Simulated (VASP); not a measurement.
Set up this calculation in VASP 6.6.1, as the native input.

```
Task                   : single point
Functional             : r2SCAN
Dispersion             : D3(BJ)
Potentials or basis    : VASP PAW PBE potentials, release 64 (C, N, H, S)
Cutoff                 : 520 eV
k mesh                 : 1 × 1 × 1
Occupations            : fermi-dirac, width 0.02 eV
Spin                   : no spin polarisation
Dipole correction      : no
Further INCAR settings : LREAL = Auto; ALGO = Normal; EDIFF = 1e-07; NBANDS = 96
```

The system is H3C4S4N.

```
C N H S
1.0
     9.18506    0.00000    0.00000
     0.00000    9.18506    0.00000
     0.00000    0.00000    9.18506
C N H S
12 3 9 12
Direct
  0.06943 0.51347 0.81982
  0.10835 0.36521 0.85516
  0.42094 0.04260 0.68200
  0.36590 0.90046 0.72007
  0.75041 0.23147 0.90387
  0.64251 0.20187 0.01469
  0.83290 0.71945 0.19708
  0.38476 0.51785 0.35098
  0.19132 0.86011 0.27417
  0.85804 0.83440 0.73466
  0.49284 0.50780 0.84612
  0.86642 0.21300 0.36174
  0.13728 0.24630 0.88358
  0.31890 0.78834 0.75168
  0.55739 0.17665 0.10360
  0.01706 0.56473 0.91331
  0.16587 0.57684 0.79152
  0.99428 0.51482 0.72789
  0.39702 0.11970 0.76917
  0.53805 0.03722 0.66415
  0.36880 0.08015 0.58223
  0.73550 0.34071 0.85939
  0.85926 0.22288 0.95035
  0.74237 0.15232 0.81539
  0.74996 0.86471 0.17242
  0.91374 0.57320 0.22492
  0.25713 0.40853 0.33627
  0.51334 0.62650 0.36313
  0.12804 0.86037 0.43121
  0.25464 0.86023 0.11757
  0.97957 0.92117 0.81316
  0.73705 0.74696 0.65446
  0.53265 0.59184 0.98643
  0.45290 0.42613 0.70341
  0.97446 0.18365 0.23527
  0.75878 0.24463 0.48842
```

These files were run (other wordings do the same):

POSCAR

```
H3C4S4N
1.0
    9.1850580000      0.0000000000      0.0000000000
    0.0000000000      9.1850580000      0.0000000000
    0.0000000000      0.0000000000      9.1850580000
C N H S
12 3 9 12
Direct
    0.0694322728      0.5134666414      0.8198217127
    0.1083456365      0.3652113987      0.8551572419
    0.4209421605      1.0425991671      0.6819978772
    0.3659028243      0.9004607927      0.7200697663
    0.7504083508      0.2314670995      0.9038744041
    0.6425091300      0.2018650231      1.0146883235
    0.8329013924      0.7194501975      0.1970806901
    0.3847602899      0.5178505040      0.3509774752
    0.1913228496      0.8601062303      0.2741650805
    0.8580432242      0.8343957018      0.7346603562
    0.4928382220      0.5077978714      0.8461245616
    0.8664211074      0.2130040251      0.3617411974
    0.1372788641      0.2462956794      0.8835815213
    0.3189026755      0.7883435377      0.7516811779
    0.5573949786      0.1766493026      1.1036009685
    0.0170559608      0.5647267596      0.9133140801
    0.1658689221      0.5768385648      0.7915197924
   -0.0057152801      0.5148175043      0.7278854286
    0.3970168422      1.1196973447      0.7691726242
    0.5380507926      1.0372152061      0.6641458893
    0.3688021481      1.0801547536      0.5822252963
    0.7355049512      0.3407100803      0.8593924187
    0.8592625790      0.2228769129      0.9503495096
    0.7423682064      0.1523193099      0.8153941101
    0.7499619701      0.8647075491      0.1724237275
    0.9137353322      0.5731973896      0.2249197887
    0.2571281035      0.4085310600      0.3362716982
    0.5133379698      0.6264987347      0.3631327206
    0.1280355777      0.8603675548      0.4312110235
    0.2546436125      0.8602275817      0.1175712754
    0.9795694554      0.9211663152      0.8131628183
    0.7370524457      0.7469582327      0.6544592444
    0.5326525333      0.5918403665      0.9864332993
    0.4528978097      0.4261340328      0.7034064452
    0.9744627586      0.1836527563      0.2352708038
    0.7587766306      0.2446260178      0.4884180512
```

INCAR.step1

```
PREC = Accurate
ENCUT = 520
ISMEAR = -1
SIGMA = 0.02
LREAL = Auto
LASPH = T
NELM = 80
NBANDS = 96
GGA = PE
ALGO = Normal
EDIFF = 1E-4
LWAVE = T
LCHARG = F
```

INCAR.step2

```
PREC = Accurate
ENCUT = 520
EDIFF = 1E-7
ISMEAR = -1
SIGMA = 0.02
LREAL = Auto
LASPH = T
NELM = 80
ALGO = Normal
ISIF = 2
LWAVE = F
LCHARG = F
METAGGA = R2SCAN
LMIXTAU = T
IVDW = 12
VDW_S6 = 1.0
VDW_S8 = 0.78981345
VDW_A1 = 0.49484001
VDW_A2 = 5.73083694
NBANDS = 96
ISTART = 1
```

KPOINTS

```
regular mesh
0
Gamma
  1 1 1
```

Potentials or basis: VASP PAW PBE potentials, release 64 (C, N, H, S).

The run is started by

```console
$ cat potpaw_PBE.64/C/POTCAR potpaw_PBE.64/N/POTCAR potpaw_PBE.64/H/POTCAR potpaw_PBE.64/S/POTCAR > POTCAR
$ cp INCAR.step1 INCAR
$ mpirun -np 1 vasp_gam > vasp.out
$ cp INCAR.step2 INCAR
$ mpirun -np 1 vasp_gam > vasp.out
```

It gave:

| Quantity | Value |
| --- | --- |
| Pressure | -0.3 GPa |
| Largest force | 0.715 eV/Å |
| Band gap on the k mesh | 3.62 eV |
| Dispersion energy per atom | -0.047 eV |

Caveat: the k points lie up to 0.68 Å⁻¹ apart; the PAW data sets were made with another functional, which shifts forces and pressure a little.

Wall time 13 min on 1 thread of Intel Xeon 6975P-C, on a shared host, peak memory 0.81 GiB.
